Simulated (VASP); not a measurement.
# GaSb (F-43m) in VASP: single point with BHLYP

Aim: the single point of GaSb with BHLYP.

Program: VASP 6.6.1. These are calculated values, not measurements. Logs are shortened: lines on timing, memory, paths and dates and some standing lists are left out, and cuts for length are marked.

## 1. The cell of the first run

It takes space group F-43m (No. 216, cubic). The conventional cell has a = 6.238 Å, b = 6.238 Å, c = 6.238 Å, α = 90.00°, β = 90.00°, γ = 90.00°. Sb (site symmetry -43m) has 4 Ga at 2.70 Å within 3.6 Å. Within 3.6 Å of Ga (site symmetry -43m) lie 4 Sb at 2.70 Å.

## 2. Single point, BHLYP

Contents of POSCAR:

```
GaSb
1.0
    0.0000000000      3.1189956238      3.1189956238
    3.1189956238      0.0000000000      3.1189956238
    3.1189956238      3.1189956238      0.0000000000
Sb Ga
1 1
Direct
    0.7500000000      0.7500000000      0.7500000000
    0.0000000000      0.0000000000      0.0000000000
```

Contents of INCAR.step1:

```
ALGO = Normal
EDIFF = 1E-5
ENCUT = 400
GGA = PE
GGA_COMPAT = False
ISIF = 2
ISMEAR = -1
LASPH = True
LREAL = False
LWAVE = True
NBANDS = 21
NELM = 120
PREC = Accurate
SIGMA = 0.05
```

Contents of INCAR.step2:

```
AEXX = 0.5
AGGAC = 1.0
AGGAX = 0.5
ALDAC = 0.0
ALDAX = 0.5
ALGO = Normal
EDIFF = 1E-6
ENCUT = 400
GGA = B5
GGA_COMPAT = False
ISIF = 2
ISMEAR = -1
ISTART = 1
LASPH = True
LCHARG = True
LELF = True
LHFCALC = True
LREAL = False
LVHAR = True
LWAVE = False
NBANDS = 21
NELM = 120
PREC = Accurate
PRECFOCK = Normal
SIGMA = 0.05
```

Contents of KPOINTS:

```
k-points
0
Gamma
  4 4 4
```

Potentials or basis: VASP PAW PBE potentials, release 64 (Sb_d_GW, Ga_d).

Started as:

```bash
cat potpaw_PBE.64/Sb_d_GW/POTCAR potpaw_PBE.64/Ga_d/POTCAR > POTCAR
cp INCAR.step1 INCAR
mpirun -np 1 vasp_std > vasp.out
cp INCAR.step2 INCAR
mpirun -np 1 vasp_std > vasp.out
```

OUTCAR:

```text
AEXX = 0.5
   EDIFF = 1E-6
   ENCUT = 400
   GGA = B5
   ISIF = 2
   ISMEAR = -1
   ISTART = 1
   LASPH = True
   LHFCALC = True
   LREAL = False
   NELM = 120
   PREC = Accurate
   PRECFOCK = Normal

 ion  position               nearest neighbor table
   1  0.750  0.750  0.750-   2 2.70   2 2.70   2 2.70   2 2.70
   2  0.000  0.000  0.000-   1 2.70   1 2.70   1 2.70   1 2.70

  LATTYP: Found a face centered cubic cell.
 ALAT       =     6.2379912476

  Lattice vectors:

 A1 = (   0.0000000000,   3.1189956238,   3.1189956238)
 A2 = (   3.1189956238,   0.0000000000,   3.1189956238)
 A3 = (   3.1189956238,   3.1189956238,   0.0000000000)

Analysis of symmetry for initial positions (statically):
=====================================================================
 Subroutine PRICEL returns:
 Original cell was already a primitive cell.

 Routine SETGRP: Setting up the symmetry group for a
 face centered cubic supercell.

 Subroutine GETGRP returns: Found 24 space group operations
 (whereof 24 operations were pure point group operations)
 out of a pool of 48 trial point group operations.

The static configuration has the point symmetry T_d .

Analysis of symmetry for dynamics (positions and initial velocities):
=====================================================================
 Subroutine PRICEL returns:
 Original cell was already a primitive cell.

 Routine SETGRP: Setting up the symmetry group for a
 face centered cubic supercell.

 Subroutine GETGRP returns: Found 24 space group operations
 (whereof 24 operations were pure point group operations)
 out of a pool of 48 trial point group operations.

The dynamic configuration has the point symmetry T_d .

 Subroutine INISYM returns: Found 24 space group operations
 (whereof 24 operations are pure point group operations),
 and found     1 'primitive' translations

----------------------------------------------------------------------------------------

                                     Primitive cell

  volume of cell :      60.6840

  direct lattice vectors                    reciprocal lattice vectors
     0.000000000  3.118995624  3.118995624    -0.160308016  0.160308016  0.160308016
     3.118995624  0.000000000  3.118995624     0.160308016 -0.160308016  0.160308016
     3.118995624  3.118995624  0.000000000     0.160308016  0.160308016 -0.160308016

  length of vectors
     4.410925912  4.410925912  4.410925912     0.277661628  0.277661628  0.277661628

  position of ions in fractional coordinates (direct lattice)
     0.750000000  0.750000000  0.750000000
     0.000000000  0.000000000  0.000000000

  ion indices of the primitive-cell ions
   primitive index   ion index
                 1           1
                 2           2

----------------------------------------------------------------------------------------

 KPOINTS: k-points

Automatic generation of k-mesh.
 Grid dimensions read from file:
 generate k-points for:    4    4    4

 Generating k-lattice:

  Cartesian coordinates                     Fractional coordinates (reciprocal lattice)
    -0.040077004  0.040077004  0.040077004     0.250000000  0.000000000  0.000000000
     0.040077004 -0.040077004  0.040077004     0.000000000  0.250000000  0.000000000
     0.040077004  0.040077004 -0.040077004     0.000000000  0.000000000  0.250000000

  Length of vectors
     0.069415407  0.069415407  0.069415407

  Shift w.r.t. Gamma in fractional coordinates (k-lattice)
     0.000000000  0.000000000  0.000000000

 Subroutine IBZKPT returns following result:
 ===========================================

 Found      8 irreducible k-points:

 Following reciprocal coordinates:
            Coordinates               Weight
  0.000000  0.000000  0.000000      1.000000
  0.250000  0.000000  0.000000      8.000000
  0.500000  0.000000  0.000000      4.000000
  0.250000  0.250000  0.000000      6.000000
  0.500000  0.250000  0.000000     24.000000
 -0.250000  0.250000  0.000000     12.000000
  0.500000  0.500000  0.000000      3.000000
 -0.250000  0.500000  0.250000      6.000000
   k-points           NKPTS =      8   k-points in BZ     NKDIM =     64   number of bands    NBANDS=     21
   number of dos      NEDOS =    301   number of ions     NIONS =      2
   total plane-waves  NPLWV =  27000
   dimension x,y,z NGX =    30 NGY =   30 NGZ =   30
   dimension x,y,z NGXF=    60 NGYF=   60 NGZF=   60
   ions per type =               1   1
   NGX,Y,Z   is equivalent  to a cutoff of  11.31, 11.31, 11.31 a.u.
   NGXF,Y,Z  is equivalent  to a cutoff of  22.61, 22.61, 22.61 a.u.
 SYSTEM =  unknown system
   PREC   = accura    normal or accurate (medium, high low for compatibility)
   ISTART =      1    job   : 0-new  1-cont  2-samecut
   ICHARG =      0    charge: 1-file 2-atom 10-const
   ISPIN  =      1    spin polarized calculation?
   LNONCOLLINEAR =      F non collinear calculations
   LSORBIT =      F    spin-orbit coupling
   LASPH  =      T    aspherical Exc in radial PAW
   ENCUT  =  400.0 eV  29.40 Ry    5.42 a.u.   7.19  7.19  7.19*2*pi/ulx,y,z
   NELM   =    120;   NELMIN=  2; NELMDL=  0     # of ELM steps
   EDIFF  = 0.1E-05   stopping-criterion for ELM
   LREAL  =      F    real-space projection
   EDIFFG = 0.1E-04   stopping-criterion for IOM
   NSW    =      0    number of steps for IOM
   IBRION =     -1    ionic relax: 0-MD 1-quasi-New 2-CG
   NFREE  =      0    steps in history (QN), initial steepest desc. (CG)
   ISIF   =      2    stress and relaxation
   ISYM   =      3    0-nonsym 1-usesym 2-fastsym
   POTIM  = 0.5000    time-step for ionic-motion
   TEBEG  =    0.0;   TEEND  =   0.0 temperature during run
   PSTRESS=    0.0 pullay stress
   NELECT =      28.0000    total number of electrons
   NUPDOWN=      -1.0000    fix difference up-down
   EMIN   =  10.00;   EMAX   =-10.00  energy-range for DOS
   EFERMI =   0.00;   METHOD = LEGACY
   ISMEAR =    -1;   SIGMA  =   0.05  broadening in eV -4-tet -1-fermi 0-gaus
   EFERMI_NEDOS =   21; number of points for ismear=-14 and -15
   IALGO  =     38    algorithm
   IMIX   =      1    mixing-type and parameters
     AMIX     =   0.40;   BMIX     =  1.00
     AMIX_MAG =   1.60;   BMIX_MAG =  1.00
  volume/ion in A,a.u.               =      30.34       204.76
  Fermi-wavevector in a.u.,A,eV,Ry     =   1.265036  2.390571 21.773608  1.600315
  Thomas-Fermi vector in A             =   2.398310
   LORBIT       =      0    0 simple, 1 ext, 2 COOP (PROOUT), +10 PAW based schemes
   GGA     = B5    functional components
   LHFCALC =     T    Hartree Fock is set to
   PRECFOCK=normal    Normal, Fast or Accurate (Low or Medium for compatibility)
   ENCUT4O =  -1.0   cutoff for four orbital integrals eV
   NKREDX  =     1    reduce k-point grid by
   NKREDY  =     1    reduce k-point grid by
   NKREDZ  =     1    reduce k-point grid by
   AEXX    =    0.5000 exact exchange contribution
   HFSCREEN=    0.0000 screening length (either q_TF or 0.3 A-1)
   HFSCREENC=   0.0000 screening length for correlation (either q_TF or 0.3 A-1)
   ENCUTFOCK=  -1.0 apply spherical cutoff to Coloumb kernel
   IVDW    =     0    specifies the selected vdW correction
   LEPSILON=     F    determine dielectric tensor
   LRPA    =     F    only Hartree local field effects (RPA)
 non-spin polarized calculation
  energy-cutoff  :      400.00
  volume of cell :       60.68
 maximum number of plane-waves:      1124
 NGX is ok and might be reduce to    30
  NGX = 24; NGY = 24; NGZ = 24

 number of electron      28.0000021 magnetization

 Free energy of the ion-electron system (eV)
  ---------------------------------------------------
  ext. energy  EPLUGINS =         0.00000000
  ---------------------------------------------------
  free energy    TOTEN  =       -10.62539700 eV

  energy without entropy =      -10.62539700  energy(sigma->0) =      -10.62539700

 E-fermi :   3.3944     XC(G=0):  -4.7269

 val. band max:        2.3091955012   @ k =   0.0000   0.0000   0.0000
 cond. band min:       4.8167404642   @ k =   0.0000   0.0000   0.0000
 fundamental gap:      2.5075449630
 Fermi energy:         3.3944044549

 k-point     1 :       0.0000    0.0000    0.0000
  band No.  band energies     occupation
      1     -30.7640      2.00000
      2     -30.7640      2.00000
      3     -30.7640      2.00000
      4     -30.7393      2.00000
      5     -30.7393      2.00000
      6     -18.1273      2.00000
[... 13 lines left out ...]
     20      14.2984      0.00000
     21      14.2984      0.00000

 k-point     2 :       0.2500    0.0000    0.0000
  band No.  band energies     occupation
      1     -30.7635      2.00000
      2     -30.7630      2.00000
      3     -30.7630      2.00000
      4     -30.7391      2.00000
      5     -30.7391      2.00000
      6     -18.1326      2.00000
[... 13 lines left out ...]
     20      13.1579      0.00000
     21      13.1579      0.00000

 k-point     3 :       0.5000    0.0000    0.0000
  band No.  band energies     occupation
      1     -30.7631      2.00000
      2     -30.7619      2.00000
      3     -30.7619      2.00000
      4     -30.7387      2.00000
      5     -30.7387      2.00000
      6     -18.1381      2.00000
[... 13 lines left out ...]
     20      15.6952      0.00000
     21      15.7080      0.00000

 k-point     4 :       0.2500    0.2500    0.0000
  band No.  band energies     occupation
      1     -30.7652      2.00000
      2     -30.7617      2.00000
      3     -30.7617      2.00000
      4     -30.7397      2.00000
      5     -30.7383      2.00000
      6     -18.1391      2.00000
[... 13 lines left out ...]
     20      14.6757      0.00000
     21      15.2153      0.00000

 k-point     5 :       0.5000    0.2500    0.0000
  band No.  band energies     occupation
      1     -30.7645      2.00000
      2     -30.7608      2.00000
      3     -30.7605      2.00000
      4     -30.7394      2.00000
      5     -30.7379      2.00000
      6     -18.1438      2.00000
[... 13 lines left out ...]
     20      15.8858      0.00000
     21      16.1077      0.00000

 k-point     6 :      -0.2500    0.2500    0.0000
  band No.  band energies     occupation
      1     -30.7632      2.00000
      2     -30.7618      2.00000
      3     -30.7617      2.00000
      4     -30.7388      2.00000
      5     -30.7386      2.00000
      6     -18.1396      2.00000
[... 13 lines left out ...]
     20      14.2321      0.00000
     21      16.3028      0.00000

 k-point     7 :       0.5000    0.5000    0.0000
  band No.  band energies     occupation
      1     -30.7664      2.00000
      2     -30.7592      2.00000
      3     -30.7592      2.00000
      4     -30.7403      2.00000
      5     -30.7370      2.00000
      6     -18.1498      2.00000
[... 13 lines left out ...]
     20      16.5244      0.00000
     21      17.1654      0.00000

 k-point     8 :      -0.2500    0.5000    0.2500
  band No.  band energies     occupation
      1     -30.7639      2.00000
      2     -30.7618      2.00000
      3     -30.7592      2.00000
      4     -30.7395      2.00000
      5     -30.7379      2.00000
      6     -18.1460      2.00000
[... 13 lines left out ...]
     20      15.9348      0.00000
     21      17.1254      0.00000

------------------------ aborting loop because EDIFF is reached ----------------------------------------

  FORCE on cell =-STRESS in cart. coord.  units (eV):
  Direction    XX          YY          ZZ          XY          YZ          ZX
  --------------------------------------------------------------------------------------
  -------------------------------------------------------------------------------------
  Total       -0.7556435     -0.7556435     -0.7556435      0.0000000     -0.0000000      0.0000000
  in kB      -19.9504739    -19.9504739    -19.9504739      0.0000000     -0.0000000      0.0000000
  external PRESSURE =     -19.9504739 kB  Pullay stress =       0.0000000 kB

 VOLUME and BASIS-vectors are now :
 -----------------------------------------------------------------------------
  energy-cutoff  :      400.00
  volume of cell :       60.68
      direct lattice vectors                 reciprocal lattice vectors
     0.000000000  3.118995624  3.118995624    -0.160308016  0.160308016  0.160308016
     3.118995624  0.000000000  3.118995624     0.160308016 -0.160308016  0.160308016
     3.118995624  3.118995624  0.000000000     0.160308016  0.160308016 -0.160308016

 POSITION                                       TOTAL-FORCE (eV/Angst)
 -----------------------------------------------------------------------------------
      4.67849      4.67849      4.67849         0.000000      0.000000      0.000000
      0.00000      0.00000      0.00000        -0.000000     -0.000000     -0.000000
 -----------------------------------------------------------------------------------
    total drift:                                0.000004     -0.000033     -0.000003

  FREE ENERGIE OF THE ION-ELECTRON SYSTEM (eV)
  ---------------------------------------------------
  free  energy   TOTEN  =       -10.6253970034 eV

  energy  without entropy=      -10.6253970034  energy(sigma->0) =      -10.62539700
```

Wall time 26 min (1 thread of AMD EPYC 7R43 (Zen 3), shared host); peak memory 0.16 GiB.

Results:

```yaml
Free_energy: -10.6254 eV
Pressure: -2.0 GPa
Band_gap_on_the_k_mesh: 2.51 eV
```

Caveat: the k points lie up to 0.44 Å⁻¹ apart; the PAW data sets were made with another functional, which shifts forces and pressure a little; spin-orbit coupling is left out, which moves the levels of the heavy elements.
